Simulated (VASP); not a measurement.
Here is a VASP 6.6.1 calculation.

INCAR

```
  PREC = Accurate
  ENCUT = 520
  EDIFF = 1E-6
  ISMEAR = -1
  SIGMA = 0.08
  LREAL = F
  LASPH = T
  NELM = 60
  ALGO = Normal
  ISIF = 2
  LWAVE = F
  LCHARG = F
  GGA = PE
  NBANDS = 13
```

Contents of KPOINTS:

```
regular mesh
0
Gamma
  18 18 16
```

POSCAR

```
Mo
1.0
    2.3935670227      0.0000000000      0.0000000000
   -1.1967835114      2.0728898473      0.0000000000
    0.0000000000      0.0000000000      2.2006515229
Mo
1
Direct
    0.0000000000      0.0000000000      0.0000000000
```

Potentials or basis: VASP PAW PBE potentials, release 64 (Mo_sv).

Launch:

```console
$ cat potpaw_PBE.64/Mo_sv/POTCAR > POTCAR
$ mpirun -np 1 vasp_std > vasp.out
```

**Question.** What does it give for the band gap on the k mesh?

**Answer.** Zero (band 7 reaches 20.85 eV, above the bottom of band 8 at 16.99 eV).

**Question.** What does it give for the pressure?

**Answer.** 217.9 GPa.

Stress tensor (GPa, compression positive):
```
216.96   0.00   0.00
  0.00 216.96   0.00
  0.00   0.00 219.66
```
